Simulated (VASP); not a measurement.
Crystal: C.

```
C
1.0
     2.64790    0.00000    0.00000
    -1.32395    2.29315    0.00000
     0.00000    0.00000    9.34064
C
10
Direct
  0.33333 0.66667 0.57903
  0.66667 0.33333 0.07903
  0.00000 0.00000 0.75000
  0.33333 0.66667 0.92097
  0.00000 0.00000 0.25000
  0.66667 0.33333 0.42097
  0.33333 0.66667 0.75000
  0.00000 0.00000 0.50000
  0.66667 0.33333 0.25000
  0.00000 0.00000 0.00000
```

```yaml
Program: VASP 6.6.1
Task: relaxation of cell and atoms
Functional: PBE
Potentials_or_basis: VASP PAW PBE potentials, release 64 (C)
Cutoff: 600 eV
k_mesh: 6 × 6 × 2
Occupations: gaussian, width 0.1 eV
Spin: no spin polarisation
```

At the start: pressure 45.6 GPa; volume 5.67 Å³/atom.

Question: Where does the relaxation end?

Answer: Over 13 steps the energy falls by 801.2 meV/atom and the volume is 7.51 Å³/atom (+32.5 %); space group P6_3/mmc (No. 194, to 0.05 Å).

The path:
| step | energy change (eV) | largest force (eV/Å) | pressure (GPa) | volume (Å³) |
| --- | --- | --- | --- | --- |
| 1 | 0.0000 | 0.4947 | 45.64 | 56.72 |
| 2 | -5.9005 | 2.2049 | -18.53 | 69.79 |
| 3 | -5.9622 | 3.0537 | -23.80 | 73.03 |
| 4 | -7.2778 | 1.3152 | 32.32 | 66.65 |
| 5 | -7.6718 | 0.3443 | 11.82 | 68.49 |
| 6 | -7.9304 | 0.3080 | 6.91 | 72.20 |
| 7 | -7.9754 | 0.1226 | 3.85 | 74.76 |
| 8 | -7.9590 | 0.0238 | -6.84 | 77.12 |
| 9 | -8.0079 | 0.0756 | -1.15 | 75.82 |
| 10 | -8.0092 | 0.1705 | 0.44 | 75.34 |
| 11 | -8.0101 | 0.0744 | -0.18 | 75.52 |
| 12 | -8.0111 | 0.0442 | -0.07 | 75.36 |
| 13 | -8.0116 | 0.0001 | 0.10 | 75.12 |

Final structure:
```
C
1.0
     2.51959    0.00000    0.00000
    -1.25979    2.18202    0.00000
     0.00000    0.00000   13.66388
C
10
Direct
  0.33333 0.66667 0.55926
  0.66667 0.33333 0.05926
  0.00000 0.00000 0.75000
  0.33333 0.66667 0.94074
  0.00000 0.00000 0.25000
  0.66667 0.33333 0.44074
  0.33333 0.66667 0.75000
  0.00000 0.00000 0.50000
  0.66667 0.33333 0.25000
  0.00000 0.00000 0.00000
```

Caveat: the k points lie up to 0.48 Å⁻¹ apart in the final cell; the volume moved by over 15 % at a fixed basis, so the end points are rough.
